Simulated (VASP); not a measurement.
Write the native input for VASP 6.6.1 that does the following.

```
Task                   : single point
Functional             : PBE
Potentials or basis    : VASP PAW PBE potentials, release 64 (Ga_d, Cu, Se)
Cutoff                 : 520 eV
k mesh                 : 7 × 7 × 7
Occupations            : fermi-dirac, width 0.02 eV
Spin                   : no spin polarisation
Dipole correction      : no
Further INCAR settings : ALGO = Normal; EDIFF = 1e-06; NBANDS = 46
```

The structure of GaCuSe2 lies in POSCAR:

```
GaCuSe2
1.0
   -2.8095500000      2.8095500000      5.5130000000
    2.8095500000     -2.8095500000      5.5130000000
    2.8095500000      2.8095500000     -5.5130000000
Ga Cu Se
2 2 4
Direct
    0.5000000000      0.5000000000      0.0000000000
    0.2500000000      0.7500000000      0.5000000000
    0.0000000000      0.0000000000      0.0000000000
    0.7500000000      0.2500000000      0.5000000000
    0.3750000000      0.3683935084      0.4933935084
    0.6316064916      0.1250000000      1.0066064916
    0.8750000000      0.8816064916      0.5066064916
    0.1183935084      0.6250000000     -0.0066064916
```

These files were run (other wordings do the same):

INCAR

```
PREC = Accurate
ENCUT = 520
EDIFF = 1E-6
ISMEAR = -1
SIGMA = 0.02
LREAL = F
LASPH = T
NELM = 80
ALGO = Normal
ISIF = 2
LWAVE = F
LCHARG = T
GGA = PE
LELF = T
LVHAR = T
NBANDS = 46
```

KPOINTS

```
Automatic mesh
0
Gamma
  7 7 7
```

Potentials or basis: VASP PAW PBE potentials, release 64 (Ga_d, Cu, Se).

Run with:

```bash
$ cat potpaw_PBE.64/Ga_d/POTCAR potpaw_PBE.64/Cu/POTCAR potpaw_PBE.64/Se/POTCAR > POTCAR
$ mpirun -np 1 vasp_std > vasp.out
```

It gave:

```
Pressure               : 2.8 GPa
Largest force          : 0.013 eV/Å
Band gap on the k mesh : 0.16 eV
```

Run time: 24 min on 1 thread of Oxide Virtual Turin-like Processor (shared host), peak memory 0.54 GiB.
